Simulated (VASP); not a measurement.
# In (P-1) in VASP: single point with PBE

Aim: the single point of In with PBE.

All numbers are computed with VASP 6.6.1; they aren't measurements. Logs are shortened: lines on timing, memory, paths and dates and some standing lists are left out, and cuts for length are marked.

**1. The cell of the first run**

The typed cell holds 1 atom: a = 3.047 Å, b = 3.204 Å, c = 3.248 Å, α = 111.18°, β = 106.00°, γ = 109.79°.

**2. Single point, PBE (the cell strained at random)**

Input file INCAR:

```
SYSTEM = In
PREC = Accurate
ENCUT = 520
EDIFF = 1E-7
ISMEAR = 0
SIGMA = 0.1
LREAL = .False.
LASPH = .True.
NELM = 60
ALGO = Normal
ISIF = 2
LWAVE = .False.
LCHARG = .True.
GGA = PE
LELF = .True.
LVHAR = .True.
NBANDS = 12
```

Input file KPOINTS:

```
Automatic mesh
0
Gamma
  14 14 14
  0 0 0
```

Input file POSCAR:

```
In
1.0
   -1.7377590490      1.8087302506      1.7296830158
    1.8043627920     -1.8785342865      1.8660907947
    1.8399801696      1.9807554070     -1.7994870517
In
1
Direct
    0.0000000000      0.0000000000      0.0000000000
```

Potentials or basis: VASP PAW PBE potentials, release 64 (In_d).

Started as:

```
cat potpaw_PBE.64/In_d/POTCAR > POTCAR
mpirun -np 1 vasp_std > vasp.out
```

OUTCAR:

```text
SYSTEM = In
   PREC = Accurate
   ENCUT = 520
   EDIFF = 1E-7
   ISMEAR = 0
   LREAL = .False.
   LASPH = .True.
   NELM = 60
   ISIF = 2
   GGA = PE

 ion  position               nearest neighbor table
   1  0.000  0.000  0.000-

  LATTYP: Found a triclinic cell.
 ALAT       =     3.5970679669
 B/A-ratio  =     2.6115785917
 C/A-ratio  =     1.7474730671
 COS(alpha) =     0.0001235246
 COS(beta)  =     0.2628846978
 COS(gamma) =     0.9577730289

  Lattice vectors:

 A1 = (  -0.0666037430,   0.0698040359,  -3.5957738105)
 A2 = (   1.7067726836,   2.1203634788,  -8.9910346727)
 A3 = (  -2.0088050332,  -5.7004370287,  -1.7264827229)

Analysis of symmetry for initial positions (statically):
=====================================================================
 Subroutine PRICEL returns:
 Original cell was already a primitive cell.

 Routine SETGRP: Setting up the symmetry group for a
 triclinic supercell.

 Subroutine GETGRP returns: Found  2 space group operations
 (whereof  2 operations were pure point group operations)
 out of a pool of  2 trial point group operations.

The static configuration has the point symmetry S_2 .

Analysis of symmetry for dynamics (positions and initial velocities):
=====================================================================
 Subroutine PRICEL returns:
 Original cell was already a primitive cell.

 Routine SETGRP: Setting up the symmetry group for a
 triclinic supercell.

 Subroutine GETGRP returns: Found  2 space group operations
 (whereof  2 operations were pure point group operations)
 out of a pool of  2 trial point group operations.

The dynamic configuration has the point symmetry S_2 .

 Subroutine INISYM returns: Found  2 space group operations
 (whereof  2 operations are pure point group operations),
 and found     1 'primitive' translations

----------------------------------------------------------------------------------------

                                     Primitive cell

  volume of cell :      24.7926

  direct lattice vectors                    reciprocal lattice vectors
    -1.737759049  1.808730251  1.729683016    -0.012740545  0.269455239  0.283571127
     1.804362792 -1.878534287  1.866090795     0.269470086 -0.002238875  0.273069457
     1.839980170  1.980755407 -1.799487052     0.267197557  0.256681039  0.000033655

  length of vectors
     3.046820468  3.204202086  3.247625695     0.391383483  0.383648365  0.370512741

  position of ions in fractional coordinates (direct lattice)
[... 79 lines left out ...]
   EDIFFG = 0.1E-05   stopping-criterion for IOM
   NSW    =      0    number of steps for IOM
   IBRION =     -1    ionic relax: 0-MD 1-quasi-New 2-CG
   NFREE  =      0    steps in history (QN), initial steepest desc. (CG)
   ISIF   =      2    stress and relaxation
   ISYM   =      2    0-nonsym 1-usesym 2-fastsym
   POTIM  = 0.5000    time-step for ionic-motion
   TEBEG  =    0.0;   TEEND  =   0.0 temperature during run
   PSTRESS=    0.0 pullay stress
   NELECT =      13.0000    total number of electrons
   NUPDOWN=      -1.0000    fix difference up-down
   EMIN   =  10.00;   EMAX   =-10.00  energy-range for DOS
   EFERMI =   0.00;   METHOD = LEGACY
   ISMEAR =     0;   SIGMA  =   0.10  broadening in eV -4-tet -1-fermi 0-gaus
   EFERMI_NEDOS =   21; number of points for ismear=-14 and -15
   IALGO  =     38    algorithm
   IMIX   =      4    mixing-type and parameters
     AMIX     =   0.40;   BMIX     =  1.00
     AMIX_MAG =   1.60;   BMIX_MAG =  1.00
  volume/ion in A,a.u.               =      24.79       167.31
  Fermi-wavevector in a.u.,A,eV,Ry     =   1.320126  2.494675 23.711300  1.742731
  Thomas-Fermi vector in A             =   2.449974
   LORBIT       =      0    0 simple, 1 ext, 2 COOP (PROOUT), +10 PAW based schemes
   GGA     = PE    functional components
   LHFCALC =     F    Hartree Fock is set to
   AEXX    =    0.0000 exact exchange contribution
   IVDW    =     0    specifies the selected vdW correction
   LEPSILON=     F    determine dielectric tensor
   LRPA    =     F    only Hartree local field effects (RPA)
 non-spin polarized calculation
 Gauss-broadening in eV      SIGMA  =   0.10
  energy-cutoff  :      520.00
  volume of cell :       24.79
 maximum number of plane-waves:       681
   NGX = 11   NGY = 11   NGZ = 13

 number of electron      13.0000003 magnetization

 Free energy of the ion-electron system (eV)
  ---------------------------------------------------
  ext. energy  EPLUGINS =         0.00000000
  ---------------------------------------------------
  free energy    TOTEN  =        -2.49728900 eV

  energy without entropy =       -2.49490435  energy(sigma->0) =       -2.49609667

 E-fermi :   8.1549     XC(G=0): -10.5100

 val. band max:        8.1549010634   @ k =   0.2857   0.2857   0.0714
 cond. band min:       8.1553927076   @ k =  -0.2857   0.2143   0.4286
 fundamental gap:      0.0004916442
 Fermi energy:         8.1549415054

 k-point     1 :       0.0000    0.0000    0.0000
  band No.  band energies     occupation
      1      -6.7123      2.00000
      2      -6.5870      2.00000
      3      -6.5353      2.00000
      4      -6.2991      2.00000
      5      -6.2596      2.00000
      6      -1.7722      2.00000
      7      18.6295      0.00000
      8      19.3222      0.00000
      9      20.8647      0.00000
     10      20.9346      0.00000
     11      21.7732      0.00000
     12      22.4575      0.00000
[... 331 lines left out ...]
 k-point    24 :       0.0714    0.1429    0.0000
  band No.  band energies     occupation
      1      -6.7132      2.00000
      2      -6.5693      2.00000
      3      -6.4413      2.00000
      4      -6.2984      2.00000
      5      -6.2733      2.00000
      6      -0.8998      2.00000
      7      14.5307      0.00000
      8      16.2516      0.00000
      9      17.1826      0.00000
     10      19.0936      0.00000
     11      21.9036      0.00000
     12      22.6466      0.00000

 [... further k-points ...]
[... 5 lines left out ...]
  --------------------------------------------------------------------------------------
  -------------------------------------------------------------------------------------
  Total        0.8159066      0.9003026      0.7983917     -0.1912728      0.1530038     -0.0968891
  in kB       52.7264865     58.1804280     51.5946201    -12.3606618      9.8875968     -6.2612798
  external PRESSURE =      54.1671782 kB  Pullay stress =       0.0000000 kB

 VOLUME and BASIS-vectors are now :
 -----------------------------------------------------------------------------
  energy-cutoff  :      520.00
  volume of cell :       24.79
      direct lattice vectors                 reciprocal lattice vectors
    -1.737759049  1.808730251  1.729683016    -0.012740545  0.269455239  0.283571127
     1.804362792 -1.878534287  1.866090795     0.269470086 -0.002238875  0.273069457
     1.839980170  1.980755407 -1.799487052     0.267197557  0.256681039  0.000033655

 POSITION                                       TOTAL-FORCE (eV/Angst)
 -----------------------------------------------------------------------------------
      0.00000      0.00000      0.00000         0.000000     -0.000000     -0.000000
 -----------------------------------------------------------------------------------
    total drift:                               -0.000000      0.000000      0.000000

  FREE ENERGIE OF THE ION-ELECTRON SYSTEM (eV)
  ---------------------------------------------------
  free  energy   TOTEN  =        -2.4972889970 eV

  energy  without entropy=       -2.4949043502  energy(sigma->0) =       -2.49609667
```

stdout:

```text
POSCAR found type information on POSCAR In
 POSCAR found :  1 types and       1 ions
 scaLAPACK will be used
 LDA part: xc-table for (Slater+PW92), standard interpolation
 POSCAR, INCAR and KPOINTS ok, starting setup
 FFT: planning ... GRIDC
 FFT: planning ... GRID_SOFT
 FFT: planning ... GRID
 WAVECAR not read
 entering main loop
```

Run time: 2.1 min. Hardware: 1 thread of Intel Xeon Platinum 8488C (Sapphire Rapids), shared host; peak memory 0.47 GiB.

What came out:

```
Free energy : -2.4973 eV
Pressure    : 5.4 GPa
```

Stress tensor (GPa, compression positive):
```
 5.27 -1.24 -0.63
-1.24  5.82  0.99
-0.63  0.99  5.16
```

Levels at points of the mesh, in eV from the Fermi level:
| k point | band 2 | band 3 | band 4 | band 5 | band 6 | band 7 | band 8 | band 9 | band 10 | band 11 |
| --- | --- | --- | --- | --- | --- | --- | --- | --- | --- | --- |
| (0.00, 0.00, 0.00) | -14.74 | -14.69 | -14.45 | -14.41 | -9.93 | 10.47 | 11.17 | 12.71 | 12.78 | 13.62 |
| (0.50, 0.00, 0.00) | -14.82 | -14.50 | -14.45 | -14.21 | -3.61 | -3.32 | 6.04 | 7.60 | 10.30 | 10.67 |
| (0.00, 0.50, 0.00) | -14.82 | -14.41 | -14.40 | -14.26 | -4.02 | -3.44 | 5.44 | 7.82 | 9.20 | 11.38 |
| (0.50, 0.50, 0.00) | -14.82 | -14.51 | -14.47 | -14.20 | -3.58 | -3.32 | 6.12 | 7.77 | 10.58 | 10.66 |
| (0.00, 0.00, 0.50) | -14.81 | -14.46 | -14.41 | -14.28 | -4.57 | -3.65 | 6.52 | 8.64 | 10.34 | 12.18 |
| (0.50, 0.00, 0.50) | -14.83 | -14.45 | -14.44 | -14.20 | -3.32 | -3.18 | 5.46 | 6.89 | 9.63 | 10.01 |
| (0.00, 0.50, 0.50) | -14.81 | -14.46 | -14.41 | -14.27 | -4.32 | -3.56 | 6.05 | 8.49 | 9.84 | 12.04 |
| (0.50, 0.50, 0.50) | -14.89 | -14.34 | -14.32 | -14.20 | 0.56 | 1.37 | 1.49 | 1.82 | 5.25 | 5.70 |

Caveat: the cell differs from its parent crystal (the cell strained at random); spin-orbit coupling is left out, which moves the levels of the heavy elements.
